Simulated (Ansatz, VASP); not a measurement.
## Two plane-wave programs on CdS

The input INCAR:

```
SYSTEM = CdS
PREC     = Accurate       ! precision mode
ENCUT    = 520            ! plane-wave cutoff, eV
EDIFF    = 1E-6           ! SCF threshold, eV
ISMEAR   = 0              ! smearing method
SIGMA    = 0.01           ! smearing width, eV
LREAL    = .False.        ! projectors in reciprocal space
LASPH    = .True.         ! aspherical terms in the spheres
NELM     = 60             ! most SCF steps
ALGO     = Normal         ! electronic algorithm
ISIF     = 2              ! what is computed and relaxed
LWAVE    = .False.        ! write WAVECAR
LCHARG   = .False.        ! write CHGCAR
GGA      = PE             ! functional
NBANDS   = 16             ! bands
```

The input KPOINTS:

```
regular mesh
0
Gamma
  6 6 6
  0 0 0
```

The input POSCAR:

```
CdS
1.0
    0.0000000000      2.8011810567      2.8011810567
    2.8011810567      0.0000000000      2.8011810567
    2.8011810567      2.8011810567      0.0000000000
Cd S
1 1
Direct
    0.0000000000      0.0000000000      0.0000000000
    0.5000000000      0.5000000000      0.5000000000
```

Input for Ansatz:

```yaml
crystal:
  lattice:
    - [0.0, 2.8011810567, 2.8011810567]
    - [2.8011810567, 0.0, 2.8011810567]
    - [2.8011810567, 2.8011810567, 0.0]
  atoms:
    - { symbol: Cd, position: [0.0, 0.0, 0.0] }
    - { symbol: S, position: [0.5, 0.5, 0.5] }
kpoints:
  mp_grid: { grid: [6, 6, 6] }
hamiltonian:
  xc: pbe
scf:
  occupations: { method: fixed }
  n_extra_bands: 4
output:
  forces: true
  stress: true
  eigenvalues: true
```

Alike in both runs: task single point; functional PBE; k mesh 6 × 6 × 6; no spin polarisation.

```csv
,VASP,Ansatz
version,VASP 6.6.1,Ansatz 0.2.0
potentials or method,"VASP PAW PBE potentials, release 64 (Cd, S)","plane waves, PAW"
plane-wave cutoff (eV),520,420
occupations,"gaussian, width 0.01 eV",fixed
valence electrons in the cell,18,26
```

VASP gave:

```
gap on the k mesh at the Fermi level (eV) : 0.24
pressure (GPa)                            : -3.4
```

Q: Estimate Ansatz's values.

A: gap on the k mesh at the Fermi level (eV): 0.25; pressure (GPa): -3.6.

VASP's potentials hold 18 valence electrons a cell and Ansatz's 26, so a difference there can come from the potentials and not from the codes.
